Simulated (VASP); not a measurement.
# PbC (I4/mmm) in VASP: further runs

PbC is run at these levels: PBE; tasks: single point, relaxation of cell and atoms.

Everything below comes from runs of VASP 6.6.1. Logs are shortened: lines on timing, memory, paths and dates and some standing lists are left out, and cuts for length are marked.

**1. The cell of the first run**

It takes space group I4/mmm (No. 139, tetragonal). Conventional cell: a = 5.439 Å, b = 5.439 Å, c = 8.075 Å, α = 90.00°, β = 90.00°, γ = 90.00°. Within 4.1 Å of Pb (site symmetry -4m2) lie 8 C at 2.81 to 3.39 Å and 10 Pb at 3.39 to 4.04 Å. Within 3.6 Å of Pb (site symmetry 4/mmm) lie 2 C at 2.72 Å and 8 Pb at 3.39 Å. Within 1.8 Å of C (site symmetry 4mm) lie 1 C at 1.32 Å. C (site symmetry 4/mmm) has 2 C at 1.32 Å within 1.8 Å.

The cell was built from a structure type or drawn by symmetry, and may not be a known phase.

**2. Single point, PBE**

Input file INCAR:

```
SYSTEM = PbC
ALGO = Normal
EDIFF = 1E-6
ENCUT = 520
GGA = PE
ISIF = 2
ISMEAR = 0
LASPH = .True.
LCHARG = .False.
LREAL = .False.
LWAVE = .False.
NBANDS = 36
NELM = 80
PREC = Accurate
SIGMA = 0.2
```

Input file KPOINTS:

```
k-points
0
Gamma
  5 5 5
  0 0 0
```

Input file POSCAR:

```
PbC
1.0
   -2.7193689426      2.7193689426      4.0373340376
    2.7193689426     -2.7193689426      4.0373340376
    2.7193689426      2.7193689426     -4.0373340376
Pb C
3 3
Direct
    0.7500000000      0.2500000000      0.5000000000
    0.2500000000      0.7500000000      0.5000000000
    0.0000000000      0.0000000000      0.0000000000
    0.3363922014      0.3363922014      0.0000000000
    0.6636077986      0.6636077986      0.0000000000
    0.5000000000      0.5000000000      0.0000000000
```

Potentials or basis: VASP PAW PBE potentials, release 64 (Pb_d, C).

On the command line:

```
> cat potpaw_PBE.64/Pb_d/POTCAR potpaw_PBE.64/C/POTCAR > POTCAR
> mpirun -np 1 vasp_std > vasp.out
```

OUTCAR:

```text
SYSTEM = PbC
   EDIFF = 1E-6
   ENCUT = 520
   GGA = PE
   ISIF = 2
   ISMEAR = 0
   LASPH = .True.
   LREAL = .False.
   NELM = 80
   PREC = Accurate

 ion  position               nearest neighbor table
   1  0.750  0.250  0.500-   4 2.81   5 2.81   4 2.81   5 2.81   3 3.39   3 3.39   3 3.39   3 3.39
                             2 3.85   2 3.85   2 3.85   2 3.85   2 4.04   2 4.04
   2  0.250  0.750  0.500-   4 2.81   5 2.81   4 2.81   5 2.81   3 3.39   3 3.39   3 3.39   3 3.39
                             1 3.85   1 3.85   1 3.85   1 3.85   1 4.04   1 4.04
   3  0.000  0.000  0.000-   4 2.72   5 2.72   1 3.39   2 3.39   1 3.39   2 3.39   1 3.39   2 3.39
                             1 3.39   2 3.39
   4  0.336  0.336  0.000-   6 1.32   3 2.72   1 2.81   2 2.81   2 2.81   1 2.81
   5  0.664  0.664  0.000-   6 1.32   3 2.72   2 2.81   1 2.81   1 2.81   2 2.81
   6  0.500  0.500  0.000-   4 1.32   5 1.32

  LATTYP: Found a body centered tetragonal cell.
 ALAT       =     5.4387378852
 C/A-ratio  =     1.4846584347

  Lattice vectors:

 A1 = (  -2.7193689426,   2.7193689426,   4.0373340376)
 A2 = (   2.7193689426,  -2.7193689426,   4.0373340376)
 A3 = (   2.7193689426,   2.7193689426,  -4.0373340376)

Analysis of symmetry for initial positions (statically):
=====================================================================
 Subroutine PRICEL returns:
 Original cell was already a primitive cell.

 Routine SETGRP: Setting up the symmetry group for a
 body centered tetragonal supercell.

 Subroutine GETGRP returns: Found 16 space group operations
 (whereof 16 operations were pure point group operations)
 out of a pool of 16 trial point group operations.

The static configuration has the point symmetry D_4h.

Analysis of symmetry for dynamics (positions and initial velocities):
=====================================================================
 Subroutine PRICEL returns:
 Original cell was already a primitive cell.

 Routine SETGRP: Setting up the symmetry group for a
 body centered tetragonal supercell.

 Subroutine GETGRP returns: Found 16 space group operations
 (whereof 16 operations were pure point group operations)
 out of a pool of 16 trial point group operations.

The dynamic configuration has the point symmetry D_4h.

 Subroutine INISYM returns: Found 16 space group operations
 (whereof 16 operations are pure point group operations),
 and found     1 'primitive' translations

----------------------------------------------------------------------------------------

                                     Primitive cell

  volume of cell :     119.4238

  direct lattice vectors                    reciprocal lattice vectors
    -2.719368943  2.719368943  4.037334038     0.000000000  0.183866188  0.123844100
     2.719368943 -2.719368943  4.037334038     0.183866188  0.000000000  0.123844100
     2.719368943  2.719368943 -4.037334038     0.183866188  0.183866188  0.000000000

  length of vectors
     5.575840836  5.575840836  5.575840836     0.221684767  0.221684767  0.260026056

  position of ions in fractional coordinates (direct lattice)
     0.750000000  0.250000000  0.500000000
     0.250000000  0.750000000  0.500000000
     0.000000000  0.000000000  0.000000000
     0.336392201  0.336392201  0.000000000
     0.663607799  0.663607799  0.000000000
     0.500000000  0.500000000  0.000000000

  ion indices of the primitive-cell ions
   primitive index   ion index
                 1           1
                 2           2
                 3           3
                 4           4
                 5           5
                 6           6

----------------------------------------------------------------------------------------

 KPOINTS: k-points

Automatic generation of k-mesh.
 Grid dimensions read from file:
 generate k-points for:    5    5    5

 Generating k-lattice:

  Cartesian coordinates                     Fractional coordinates (reciprocal lattice)
     0.000000000  0.036773238  0.024768820     0.200000000  0.000000000 -0.000000000
     0.036773238  0.000000000  0.024768820     0.000000000  0.200000000 -0.000000000
     0.036773238  0.036773238  0.000000000     0.000000000  0.000000000  0.200000000

  Length of vectors
     0.044336953  0.044336953  0.052005211

  Shift w.r.t. Gamma in fractional coordinates (k-lattice)
     0.000000000  0.000000000  0.000000000

 Subroutine IBZKPT returns following result:
 ===========================================

 Found     18 irreducible k-points:

 Following reciprocal coordinates:
            Coordinates               Weight
  0.000000  0.000000  0.000000      1.000000
  0.200000  0.000000 -0.000000      8.000000
  0.400000  0.000000 -0.000000      8.000000
  0.200000  0.200000 -0.000000      8.000000
  0.400000  0.200000 -0.000000     16.000000
 -0.400000  0.200000  0.000000     16.000000
[... 10 lines left out ...]
 -0.400000  0.400000  0.400000      4.000000
 -0.400000 -0.400000  0.400000      2.000000
   k-points           NKPTS =     18   k-points in BZ     NKDIM =     18   number of bands    NBANDS=     36
   number of dos      NEDOS =    301   number of ions     NIONS =      6
   total plane-waves  NPLWV =  74088
   dimension x,y,z NGX =    42 NGY =   42 NGZ =   42
   dimension x,y,z NGXF=    84 NGYF=   84 NGZF=   84
   ions per type =               3   3
   NGX,Y,Z   is equivalent  to a cutoff of  12.52, 12.52, 12.52 a.u.
   NGXF,Y,Z  is equivalent  to a cutoff of  25.04, 25.04, 25.04 a.u.
 SYSTEM =  PbC
   PREC   = accura    normal or accurate (medium, high low for compatibility)
   ISTART =      0    job   : 0-new  1-cont  2-samecut
   ICHARG =      2    charge: 1-file 2-atom 10-const
   ISPIN  =      1    spin polarized calculation?
   LNONCOLLINEAR =      F non collinear calculations
   LSORBIT =      F    spin-orbit coupling
   LASPH  =      T    aspherical Exc in radial PAW
   ENCUT  =  520.0 eV  38.22 Ry    6.18 a.u.  10.37 10.37 10.37*2*pi/ulx,y,z
   NELM   =     80;   NELMIN=  2; NELMDL= -5     # of ELM steps
   EDIFF  = 0.1E-05   stopping-criterion for ELM
   LREAL  =      F    real-space projection
   EDIFFG = 0.1E-04   stopping-criterion for IOM
   NSW    =      0    number of steps for IOM
   IBRION =     -1    ionic relax: 0-MD 1-quasi-New 2-CG
   NFREE  =      0    steps in history (QN), initial steepest desc. (CG)
   ISIF   =      2    stress and relaxation
   ISYM   =      2    0-nonsym 1-usesym 2-fastsym
   POTIM  = 0.5000    time-step for ionic-motion
   TEBEG  =    0.0;   TEEND  =   0.0 temperature during run
   PSTRESS=    0.0 pullay stress
   NELECT =      54.0000    total number of electrons
   NUPDOWN=      -1.0000    fix difference up-down
   EMIN   =  10.00;   EMAX   =-10.00  energy-range for DOS
   EFERMI =   0.00;   METHOD = LEGACY
   ISMEAR =     0;   SIGMA  =   0.20  broadening in eV -4-tet -1-fermi 0-gaus
   EFERMI_NEDOS =   21; number of points for ismear=-14 and -15
   IALGO  =     38    algorithm
   IMIX   =      4    mixing-type and parameters
     AMIX     =   0.40;   BMIX     =  1.00
     AMIX_MAG =   1.60;   BMIX_MAG =  1.00
  volume/ion in A,a.u.               =      19.90       134.32
  Fermi-wavevector in a.u.,A,eV,Ry     =   1.256538  2.374513 21.482086  1.578889
  Thomas-Fermi vector in A             =   2.390241
   LORBIT       =      0    0 simple, 1 ext, 2 COOP (PROOUT), +10 PAW based schemes
   GGA     = PE    functional components
   LHFCALC =     F    Hartree Fock is set to
   AEXX    =    0.0000 exact exchange contribution
   IVDW    =     0    specifies the selected vdW correction
   LEPSILON=     F    determine dielectric tensor
   LRPA    =     F    only Hartree local field effects (RPA)
 non-spin polarized calculation
 Gauss-broadening in eV      SIGMA  =   0.20
  energy-cutoff  :      520.00
  volume of cell :      119.42
 maximum number of plane-waves:      3255
 NGX is ok and might be reduce to    42
   NGX = 21   NGY = 21   NGZ = 21

 number of electron      54.0000003 magnetization

 Free energy of the ion-electron system (eV)
  ---------------------------------------------------
  ext. energy  EPLUGINS =         0.00000000
  ---------------------------------------------------
  free energy    TOTEN  =       -32.67553614 eV

  energy without entropy =      -32.64114493  energy(sigma->0) =      -32.65834054

 E-fermi :   6.3667     XC(G=0): -10.2288

 val. band max:        6.3157549927   @ k =   0.4000   0.0000  -0.0000
 cond. band min:       6.3962060866   @ k =  -0.2000   0.4000   0.2000
 fundamental gap:      0.0804510938
 Fermi energy:         6.3667213599

 k-point     1 :       0.0000    0.0000    0.0000
  band No.  band energies     occupation
      1     -10.7933      2.00000
      2     -10.7641      2.00000
      3     -10.7511      2.00000
      4     -10.7511      2.00000
      5     -10.7333      2.00000
      6     -10.7121      2.00000
[... 28 lines left out ...]
     35      11.5302      0.00000
     36      13.2867      0.00000

 k-point     2 :       0.2000    0.0000   -0.0000
  band No.  band energies     occupation
      1     -10.7899      2.00000
      2     -10.7695      2.00000
      3     -10.7678      2.00000
      4     -10.7424      2.00000
      5     -10.7361      2.00000
      6     -10.6792      2.00000
[... 28 lines left out ...]
     35      12.3302      0.00000
     36      12.4429      0.00000

 k-point     3 :       0.4000    0.0000   -0.0000
  band No.  band energies     occupation
      1     -10.7910      2.00000
      2     -10.7897      2.00000
      3     -10.7509      2.00000
      4     -10.7137      2.00000
      5     -10.6895      2.00000
      6     -10.6552      2.00000
[... 28 lines left out ...]
     35      12.3372      0.00000
     36      12.5153      0.00000
[... 508 lines left out ...]
 k-point    17 :      -0.4000    0.4000    0.4000
  band No.  band energies     occupation
      1     -10.8418      2.00000
      2     -10.8068      2.00000
      3     -10.7944      2.00000
      4     -10.7194      2.00000
      5     -10.6884      2.00000
      6     -10.6354      2.00000
[... 28 lines left out ...]
     35      11.8195      0.00000
     36      13.4166      0.00000

 k-point    18 :      -0.4000   -0.4000    0.4000
  band No.  band energies     occupation
      1     -10.8589      2.00000
      2     -10.8064      2.00000
      3     -10.8064      2.00000
      4     -10.7128      2.00000
      5     -10.6976      2.00000
      6     -10.6492      2.00000
[... 28 lines left out ...]
     35      12.2554      0.00000
     36      12.6703      0.00000

------------------------ aborting loop because EDIFF is reached ----------------------------------------

  FORCE on cell =-STRESS in cart. coord.  units (eV):
  Direction    XX          YY          ZZ          XY          YZ          ZX
  --------------------------------------------------------------------------------------
  -------------------------------------------------------------------------------------
  Total        0.2415303      0.2415303      0.1128945      0.0000000     -0.0000000     -0.0000000
  in kB        3.2403448      3.2403448      1.5145801      0.0000000     -0.0000000     -0.0000000
  external PRESSURE =       2.6650899 kB  Pullay stress =       0.0000000 kB

 VOLUME and BASIS-vectors are now :
 -----------------------------------------------------------------------------
  energy-cutoff  :      520.00
  volume of cell :      119.42
      direct lattice vectors                 reciprocal lattice vectors
    -2.719368943  2.719368943  4.037334038     0.000000000  0.183866188  0.123844100
     2.719368943 -2.719368943  4.037334038     0.183866188  0.000000000  0.123844100
     2.719368943  2.719368943 -4.037334038     0.183866188  0.183866188  0.000000000

 POSITION                                       TOTAL-FORCE (eV/Angst)
 -----------------------------------------------------------------------------------
     -0.00000      2.71937      2.01867        -0.000000     -0.000000     -0.000000
      2.71937     -0.00000      2.01867        -0.000000     -0.000000      0.000000
      0.00000      0.00000      0.00000        -0.000000     -0.000000     -0.000000
      0.00000      0.00000      2.71626         0.000000      0.000000     -0.048313
      0.00000      0.00000      5.35841        -0.000000     -0.000000      0.048313
      0.00000      0.00000      4.03733        -0.000000     -0.000000      0.000000
 -----------------------------------------------------------------------------------
    total drift:                               -0.000000      0.000000      0.000000

  FREE ENERGIE OF THE ION-ELECTRON SYSTEM (eV)
  ---------------------------------------------------
  free  energy   TOTEN  =       -32.6755361440 eV

  energy  without entropy=      -32.6411449300  energy(sigma->0) =      -32.65834054
```

It took 55 s on 1 thread of AMD EPYC 9R45 (Zen 5), shared host; peak memory 0.25 GiB.

Results:

```
Free energy            : -32.6755 eV
Pressure               : 0.3 GPa
Largest force          : 0.048 eV/Å
Band gap on the k mesh : zero (bands 27 and 28 overlap by 1.19 eV)
```

Forces on the atoms (eV/Å):
```
Pb   0.000  0.000  0.000
Pb   0.000  0.000  0.000
Pb   0.000  0.000  0.000
C    0.000  0.000 -0.048
C    0.000  0.000  0.048
C    0.000  0.000  0.000
```

Levels at points of the mesh, in eV from the Fermi level:
| k point | band 25 | band 26 | band 27 | band 28 | band 29 | band 30 |
| --- | --- | --- | --- | --- | --- | --- |
| (0.00, 0.00, 0.00) | -3.23 | -3.10 | -0.54 | -0.54 | -0.48 | 0.62 |

Caveat: spin-orbit coupling is left out, which moves the levels of the heavy elements.

**3. Relaxation of cell and atoms, PBE**

This run uses another cell than the first one, of 23.04 Å³/atom.

Input file INCAR:

```
SYSTEM = PbC
ALGO = Normal
EDIFF = 1E-6
EDIFFG = -0.08
ENCUT = 600
GGA = PE
IBRION = 2
ISIF = 3
ISMEAR = 0
LASPH = .True.
LCHARG = .False.
LREAL = .False.
LWAVE = .False.
NELM = 60
NSW = 36
PREC = Accurate
SIGMA = 0.2
```

KPOINTS is that of step 2.

Input file POSCAR:

```
PbC
1.0
   -2.5183387600      2.5183387600      5.4498596000
    2.5183387600     -2.5183387600      5.4498596000
    2.5183387600      2.5183387600     -5.4498596000
Pb C
3 3
Direct
    0.7500000000      0.2500000000      0.5000000000
    0.2500000000      0.7500000000      0.5000000000
    0.0000000000      0.0000000000      0.0000000000
    0.2742482600      0.2742482600      0.0000000000
    0.7257517400      0.7257517400      0.0000000000
    0.5000000000      0.5000000000      0.0000000000
```

Potentials or basis: VASP PAW PBE potentials, release 64 (Pb_d, C).

On the command line:

```
> cat potpaw_PBE.64/Pb_d/POTCAR potpaw_PBE.64/C/POTCAR > POTCAR
> mpirun -np 1 vasp_std > vasp.out
```

Wall time 31 min (1 thread of AMD EPYC 9R45 (Zen 5), shared host); peak memory 0.46 GiB.

It converged, with:

| Quantity | Value |
| --- | --- |
| Free energy | -32.6879 eV |
| Relaxed volume | 19.87 Å³/atom |
| Relaxed cell | a = 5.572 Å, b = 5.572 Å, c = 5.572 Å, α = 121.59°, β = 121.59°, γ = 87.27° |
| Space group after relaxing (to 0.1 Å) | I4/mmm (No. 139) |
| Pressure after relaxing | 0.3 GPa |
| Largest force after relaxing | 0.048 eV/Å |
| Band gap on the k mesh | zero (bands 27 and 28 overlap by 1.19 eV) |

Forces on the atoms (eV/Å):
```
Pb   0.000  0.000  0.000
Pb   0.000  0.000  0.000
Pb   0.000  0.000  0.000
C    0.000  0.000  0.048
C    0.000  0.000 -0.048
C    0.000  0.000  0.000
```

Stress tensor (GPa, compression positive):
```
0.39 0.00 0.00
0.00 0.39 0.00
0.00 0.00 0.08
```

Final structure:
```cif
data_structure
_symmetry_space_group_name_H-M 'P 1'
_symmetry_Int_Tables_number 1
_cell_length_a 5.5718
_cell_length_b 5.5718
_cell_length_c 5.5718
_cell_angle_alpha 121.587
_cell_angle_beta 121.587
_cell_angle_gamma 87.273
_cell_volume 119.23
loop_
_atom_site_label
_atom_site_type_symbol
_atom_site_fract_x
_atom_site_fract_y
_atom_site_fract_z
_atom_site_occupancy
Pb1 Pb 0.75000 0.25000 0.50000 1
Pb2 Pb 0.25000 0.75000 0.50000 1
Pb3 Pb 0.00000 0.00000 0.00000 1
C1 C 0.33604 0.33604 0.00000 1
C2 C 0.66396 0.66396 0.00000 1
C3 C 0.50000 0.50000 0.00000 1
```

Levels at points of the mesh, in eV from the Fermi level:
| k point | band 24 | band 25 | band 26 | band 27 | band 28 | band 29 | band 30 | band 31 |
| --- | --- | --- | --- | --- | --- | --- | --- | --- |
| (0.00, 0.00, 0.00) | -3.24 | -3.24 | -3.10 | -0.55 | -0.55 | -0.49 | 0.64 | 4.67 |

Caveat: spin-orbit coupling is left out, which moves the levels of the heavy elements; the relaxation stopped at a loose force limit of 0.08 eV/Å, so its end isn't a converged minimum.
